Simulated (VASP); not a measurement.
A run of VASP 6.6.1 is set up as follows.

The input INCAR:

```
SYSTEM = Al2Cu
PREC = Accurate
ENCUT = 600
EDIFF = 1E-7
ISMEAR = -1
SIGMA = 0.15
LREAL = .FALSE.
LASPH = .TRUE.
NELM = 100
ALGO = Normal
ISIF = 3
LWAVE = .FALSE.
LCHARG = .FALSE.
IBRION = 2
NSW = 80
EDIFFG = -0.001
```

File KPOINTS:

```
regular mesh
0
G
  8 8 12
  0 0 0
```

Contents of POSCAR:

```
Al2Cu
1.0
    4.0511000446      0.0000000000      0.0000000000
    0.0000000000      4.0511000446      0.0000000000
    0.0000000000      0.0000000000      2.8119258758
Al Cu
2 1
Direct
    0.5000000000      0.0000000000      0.5000000000
    0.0000000000      0.5000000000      0.5000000000
    0.0000000000      0.0000000000      0.0000000000
```

Potentials or basis: VASP PAW LDA potentials, release 64 (Al, Cu).

Launch:

```bash
$ cat potpaw_LDA.64/Al/POTCAR potpaw_LDA.64/Cu/POTCAR > POTCAR
$ mpirun -np 1 vasp_std > vasp.out
```

Problem. Predict the space group after relaxing (to 0.05 Å).

Solution. P4/mmm (No. 123).

Problem. What does it give for the relaxed cell?

Solution. a = 4.058 Å, b = 4.058 Å, c = 2.813 Å, α = 90.00°, β = 90.00°, γ = 90.00°.

Problem. What does it give for the relaxed volume?

Solution. 15.44 Å³/atom.

Final structure:
```
CELL_PARAMETERS angstrom
4.05814 0.00000 0.00000
0.00000 4.05814 0.00000
0.00000 0.00000 2.81284
ATOMIC_POSITIONS crystal
Al 0.50000 0.00000 0.50000
Al 0.00000 0.50000 0.50000
Cu 0.00000 0.00000 0.00000
```
